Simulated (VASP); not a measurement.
# P (R-3m) in VASP: a series of runs

Runs on P. Level: PBE+D3(BJ). Tasks: single point, relaxation of cell and atoms.

Everything below comes from runs of VASP 6.6.1. Logs are shortened: lines on timing, memory, paths and dates and some standing lists are left out, and cuts for length are marked.

## 1. The cell of the first run

Symmetry: R-3m, No. 166, trigonal system. Conventional cell: a = 3.354 Å, b = 3.354 Å, c = 8.214 Å, α = 90.00°, β = 90.00°, γ = 120.00°. Within 3.1 Å of P (site symmetry 3m) lie 6 P at 2.31 to 2.43 Å.

## 2. Single point, PBE+D3(BJ)

File INCAR:

```
PREC = Accurate
ENCUT = 520
EDIFF = 1E-6
ISMEAR = -1
SIGMA = 0.1
LREAL = False
LASPH = True
NELM = 100
ALGO = Normal
ISIF = 2
LWAVE = False
LCHARG = False
GGA = PE
IVDW = 12
NBANDS = 12
```

File KPOINTS:

```
regular mesh
0
Gamma
  15 15 15
```

File POSCAR:

```
P
1.0
    1.6770595201      0.9682507654      2.7381363518
   -1.6770595201      0.9682507654      2.7381363518
    0.0000000000     -1.9365015307      2.7381363518
P
2
Direct
    0.2437877732      0.2437877732      0.2437877732
    0.7562122268      0.7562122268      0.7562122268
```

Potentials or basis: VASP PAW PBE potentials, release 64 (P).

The run is started by

```bash
$ cat potpaw_PBE.64/P/POTCAR > POTCAR
$ mpirun -np 1 vasp_std > vasp.out
```

OUTCAR:

```text
PREC = Accurate
   ENCUT = 520
   EDIFF = 1E-6
   ISMEAR = -1
   LREAL = False
   LASPH = True
   NELM = 100
   ISIF = 2
   GGA = PE
   IVDW = 12
 IVDW          = 12

 ion  position               nearest neighbor table
   1  0.244  0.244  0.244-   2 2.31   2 2.31   2 2.31   2 2.43   2 2.43   2 2.43
   2  0.756  0.756  0.756-   1 2.31   1 2.31   1 2.31   1 2.43   1 2.43   1 2.43

  LATTYP: Found a trigonal (rhomboedric) cell.
 ALAT       =     3.3537186614
 COS(alpha) =     0.4998806093

  Lattice vectors:

 A1 = (   1.6770595201,   0.9682507654,   2.7381363518)
 A2 = (  -1.6770595201,   0.9682507654,   2.7381363518)
 A3 = (   0.0000000000,  -1.9365015307,   2.7381363518)

Analysis of symmetry for initial positions (statically):
=====================================================================
 Subroutine PRICEL returns:
 Original cell was already a primitive cell.

 Routine SETGRP: Setting up the symmetry group for a
 trigonal (rhombohedral) supercell.

 Subroutine GETGRP returns: Found 12 space group operations
 (whereof 12 operations were pure point group operations)
 out of a pool of 12 trial point group operations.

The static configuration has the point symmetry D_3d.

Analysis of symmetry for dynamics (positions and initial velocities):
=====================================================================
 Subroutine PRICEL returns:
 Original cell was already a primitive cell.

 Routine SETGRP: Setting up the symmetry group for a
 trigonal (rhombohedral) supercell.

 Subroutine GETGRP returns: Found 12 space group operations
 (whereof 12 operations were pure point group operations)
 out of a pool of 12 trial point group operations.

The dynamic configuration has the point symmetry D_3d.

 Subroutine INISYM returns: Found 12 space group operations
 (whereof 12 operations are pure point group operations),
 and found     1 'primitive' translations

----------------------------------------------------------------------------------------

                                     Primitive cell

  volume of cell :      26.6773

  direct lattice vectors                    reciprocal lattice vectors
     1.677059520  0.968250765  2.738136352     0.298140879  0.172131717  0.121737302
    -1.677059520  0.968250765  2.738136352    -0.298140879  0.172131717  0.121737302
     0.000000000 -1.936501531  2.738136352     0.000000000 -0.344263434  0.121737302

  length of vectors
     3.353718661  3.353718661  3.353718661     0.365153780  0.365153780  0.365153780

[... 89 lines left out ...]
   TEBEG  =    0.0;   TEEND  =   0.0 temperature during run
   PSTRESS=    0.0 pullay stress
   NELECT =      10.0000    total number of electrons
   NUPDOWN=      -1.0000    fix difference up-down
   EMIN   =  10.00;   EMAX   =-10.00  energy-range for DOS
   EFERMI =   0.00;   METHOD = LEGACY
   ISMEAR =    -1;   SIGMA  =   0.10  broadening in eV -4-tet -1-fermi 0-gaus
   EFERMI_NEDOS =   21; number of points for ismear=-14 and -15
   IALGO  =     38    algorithm
   IMIX   =      4    mixing-type and parameters
     AMIX     =   0.40;   BMIX     =  1.00
     AMIX_MAG =   1.60;   BMIX_MAG =  1.00
  volume/ion in A,a.u.               =      13.34        90.01
  Fermi-wavevector in a.u.,A,eV,Ry     =   1.180395  2.230623 18.957431  1.393332
  Thomas-Fermi vector in A             =   2.316688
   LORBIT       =      0    0 simple, 1 ext, 2 COOP (PROOUT), +10 PAW based schemes
   GGA     = PE    functional components
   LHFCALC =     F    Hartree Fock is set to
   AEXX    =    0.0000 exact exchange contribution
   IVDW    =    12    specifies the selected vdW correction
   LEPSILON=     F    determine dielectric tensor
   LRPA    =     F    only Hartree local field effects (RPA)
 non-spin polarized calculation
  energy-cutoff  :      520.00
  volume of cell :       26.68
 maximum number of plane-waves:       745
 NGX is ok and might be reduce to    28
   NGX = 13   NGY = 13   NGZ = 13

 number of electron      10.0000000 magnetization

 Free energy of the ion-electron system (eV)
  ---------------------------------------------------
  ext. energy  EPLUGINS =         0.00000000
  ---------------------------------------------------
  free energy    TOTEN  =       -10.46619016 eV

  energy without entropy =      -10.44977505  energy(sigma->0) =      -10.45798260

 E-fermi :  11.0509     XC(G=0): -11.6640

 val. band max:       11.0222712718   @ k =   0.4667   0.0667   0.0000
 cond. band min:      11.0634485218   @ k =  -0.3333   0.2000   0.0667
 fundamental gap:      0.0411772500
 Fermi energy:        11.0508733003

 k-point     1 :       0.0000    0.0000    0.0000
  band No.  band energies     occupation
      1      -6.5029      2.00000
      2       8.6078      2.00000
      3       8.6078      2.00000
      4       8.7098      2.00000
      5      10.3481      1.99823
      6      14.9209      0.00000
      7      15.1736      0.00000
      8      15.1736      0.00000
      9      16.5888      0.00000
     10      16.5888      0.00000
     11      16.9060      0.00000
     12      17.6759      0.00000
[... 331 lines left out ...]
 k-point    24 :       0.2000    0.1333    0.0000
  band No.  band energies     occupation
      1      -5.7730      2.00000
      2       5.5754      2.00000
      3       7.4155      2.00000
      4       7.7553      2.00000
      5      10.6176      1.97407
      6      13.7133      0.00000
      7      14.0074      0.00000
      8      16.0049      0.00000
      9      16.6634      0.00000
     10      17.9043      0.00000
     11      18.1403      0.00000
     12      19.3878      0.00000

 [... further k-points ...]

------------------------ aborting loop because EDIFF is reached ----------------------------------------

 Edisp (eV)   -1.05972

 E8    (eV) :    -0.4000

  FORCE on cell =-STRESS in cart. coord.  units (eV):
  Direction    XX          YY          ZZ          XY          YZ          ZX
  --------------------------------------------------------------------------------------
  -------------------------------------------------------------------------------------
  Total       1.16320     1.16320     1.16804     0.00000     0.00000     0.00000
  in kB      69.85923    69.85923    70.14970     0.00000     0.00000     0.00000
  external pressure =       69.96 kB  Pullay stress =        0.00 kB

 VOLUME and BASIS-vectors are now :
 -----------------------------------------------------------------------------
  energy-cutoff  :      520.00
  volume of cell :       26.68
      direct lattice vectors                 reciprocal lattice vectors
     1.677059520  0.968250765  2.738136352     0.298140879  0.172131717  0.121737302
    -1.677059520  0.968250765  2.738136352    -0.298140879  0.172131717  0.121737302
     0.000000000 -1.936501531  2.738136352     0.000000000 -0.344263434  0.121737302

 POSITION                                       TOTAL-FORCE (eV/Angst)
 -----------------------------------------------------------------------------------
      0.00000      0.00000      2.00257         0.000000     -0.000000     -0.022286
      0.00000      0.00000      6.21184         0.000000      0.000000      0.022286
 -----------------------------------------------------------------------------------
    total drift:                               -0.000000      0.000000      0.000000

  FREE ENERGIE OF THE ION-ELECTRON SYSTEM (eV)
  ---------------------------------------------------
  free  energy   TOTEN  =       -11.5259114075 eV

  energy  without entropy=      -11.5094962923  energy(sigma->0) =      -11.51770385
```

stdout:

```text
POSCAR found type information on POSCAR P
 POSCAR found :  1 types and       2 ions
 scaLAPACK will be used
 LDA part: xc-table for (Slater+PW92), standard interpolation
 POSCAR, INCAR and KPOINTS ok, starting setup
 FFT: planning ... GRIDC
 FFT: planning ... GRID_SOFT
 FFT: planning ... GRID
 WAVECAR not read
 entering main loop
```

Wall time 52 s (1 thread of Intel Xeon 6975P-C, shared host); peak memory 0.23 GiB.

Results:

```yaml
Free_energy: -11.5259 eV
Pressure: 7.0 GPa
Largest_force: 0.022 eV/Å
Band_gap_on_the_k_mesh: zero (band 5 reaches 12.22 eV, above the bottom of band 6 at 9.86 eV)
Dispersion_energy_per_atom: -0.530 eV
```

Forces on the atoms (eV/Å):
```
P    0.000  0.000 -0.022
P    0.000  0.000  0.022
```

Caveat: pairwise dispersion overbinds metals, which lowers pressure and volume.

## 3. Relaxation of cell and atoms, PBE+D3(BJ), target pressure 7.4 GPa, at which the enthalpy is minimised

File INCAR:

```
SYSTEM = P
PREC = Accurate ; ENCUT = 600
EDIFF = 1E-6 ; ISMEAR = -1
SIGMA = 0.1 ; LREAL = .False.
LASPH = .True. ; NELM = 100
ALGO = Normal ; ISIF = 3
LWAVE = .False. ; LCHARG = .False.
GGA = PE ; IVDW = 12
IBRION = 2 ; NSW = 80
EDIFFG = -0.002 ; PSTRESS = 74.0
```

File KPOINTS:

```
Automatic mesh
0
Gamma
  15 15 15
  0 0 0
```

File POSCAR:

```
P
1.0
    1.6781203415      0.9688632309      2.7389241316
   -1.6781203415      0.9688632309      2.7389241316
    0.0000000000     -1.9377264618      2.7389241317
P
2
Direct
    0.2424253753      0.2424253753      0.2424253753
    0.7575746247      0.7575746247      0.7575746247
```

Potentials or basis: VASP PAW PBE potentials, release 64 (P).

The run is started by

```bash
$ cat potpaw_PBE.64/P/POTCAR > POTCAR
$ mpirun -np 1 vasp_std > vasp.out
```

Run time: 3.7 min. Hardware: 1 thread of Intel Xeon 6975P-C, shared host; peak memory 0.23 GiB.

The run converged. Its results:

| Quantity | Value |
| --- | --- |
| Free energy | -11.5240 eV |
| Relaxed volume | 13.31 Å³/atom |
| Relaxed cell | a = 3.352 Å, b = 3.352 Å, c = 3.352 Å, α = 60.01°, β = 60.01°, γ = 60.01° |
| Space group after relaxing (to 0.05 Å) | R-3m (No. 166) |
| Energy change on relaxing (the enthalpy is what falls) | +2.0 meV/atom |
| Ionic steps | 9 |
| Pressure after relaxing | 7.4 GPa |
| Band gap on the k mesh | zero (band 5 reaches 12.27 eV, above the bottom of band 6 at 9.90 eV) |
| Dispersion energy per atom | -0.531 eV |

The path:
| step | energy change (eV) | largest force (eV/Å) | pressure (GPa) | volume (Å³) |
| --- | --- | --- | --- | --- |
| 1 | 0.0000 | 0.0331 | 7.21 | 26.72 |
| 2 | 0.0027 | 0.0306 | 7.49 | 26.66 |
| 3 | 0.0042 | 0.0294 | 7.65 | 26.63 |
| 4 | 0.0039 | 0.0199 | 7.56 | 26.63 |
| 5 | 0.0034 | 0.0014 | 7.40 | 26.64 |
| 6 | 0.0034 | 0.0004 | 7.39 | 26.64 |
| 7 | 0.0034 | 0.0000 | 7.38 | 26.64 |
| 8 | 0.0036 | 0.0002 | 7.38 | 26.63 |
| 9 | 0.0039 | 0.0004 | 7.40 | 26.63 |

Final structure:
```
CELL_PARAMETERS angstrom
1.67603 0.96766 2.73636
-1.67603 0.96766 2.73636
0.00000 -1.93532 2.73636
ATOMIC_POSITIONS crystal
P 0.24335 0.24335 0.24335
P 0.75665 0.75665 0.75665
```

Levels at points of the mesh, in eV from the Fermi level:
```
           k point  band 2  band 3  band 4  band 5  band 6  band 7  band 8  band 9
(0.00, 0.00, 0.00)   -2.46   -2.46   -2.35   -0.69    3.81    4.09    4.09    5.55
```

Caveat: the cell is relaxed towards a set pressure, so the enthalpy falls and the energy may rise; pairwise dispersion overbinds metals, which lowers pressure and volume.

(Continued in part 2 of 2.)
